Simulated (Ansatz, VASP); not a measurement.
**Two plane-wave programs on As**

```
As
1.0
    -2.67205    2.67205    1.42126
     2.67205   -2.67205    1.42126
     2.67205    2.67205   -1.42126
As
2
Cartesian
  0.0000 -1.3360 -0.3553
  0.0000 1.3360 0.3553
```

Alike in both runs: functional PBE; k mesh 17 × 17 × 17; occupations fermi-dirac, width 0.1 eV; no spin polarisation.

Ansatz relaxed the structure, and its values are those at the end. VASP's run is a single point on that final structure, the one shown.

|  | VASP | Ansatz |
| --- | --- | --- |
| version | VASP 6.6.1 | Ansatz 0.2.0 |
| potentials or method | VASP PAW PBE potentials, release 64 (As) | PAW with Ansatz's default frozen-core files, scalar-relativistic |
| plane-wave cutoff (eV) | 520 | 420 |
| valence electrons in the cell | 10 | 30 |

```csv
,VASP,Ansatz,Ansatz less VASP
pressure (GPa),0.1,0.0,-0.12
```

VASP's potentials hold 10 valence electrons a cell and Ansatz's 30, so a difference there can come from the potentials and not from the codes.
